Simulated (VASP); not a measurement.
## HfC: single point with BLYP

The system is HfC.

```xyz
2
Lattice="0.0000 2.3250 2.3250 2.3250 0.0000 2.3250 2.3250 2.3250 0.0000" Properties=species:S:1:pos:R:3 pbc="T T T"
Hf    2.3250    2.3250    2.3250
C     0.0000    0.0000    0.0000
```

```yaml
Program: VASP 6.6.1
Task: single point
Functional: BLYP
Potentials_or_basis: VASP PAW PBE potentials, release 64 (Hf_pv, C)
Cutoff: 600 eV
k_mesh: 11 × 11 × 11
Occupations: fermi-dirac, width 0.1 eV
Spin: no spin polarisation
Dipole_correction: no
Further_INCAR_settings: ALGO = Normal; EDIFF = 1e-06; NBANDS = 14
```

```json
{
  "Pressure": "7.5 GPa",
  "Band gap on the k mesh": "zero (bands 7 and 8 overlap by 1.38 eV)"
}
```

Levels at points of the mesh, in eV from the Fermi level:
```
           k point  band 4  band 5  band 6  band 7  band 8  band 9  band 10  band 11
(0.00, 0.00, 0.00)  -12.20    0.94    0.94    0.94    1.36    1.36     1.36     3.31
```

It took 34 s on 1 thread of AMD EPYC 7R43 64-Core Processor (Zen 3), with other jobs on the host, peak memory 0.14 GiB.

Caveat: the cell stands under pressure; the PAW data sets were made with another functional, which shifts forces and pressure a little; spin-orbit coupling is left out, which moves the levels of the heavy elements.
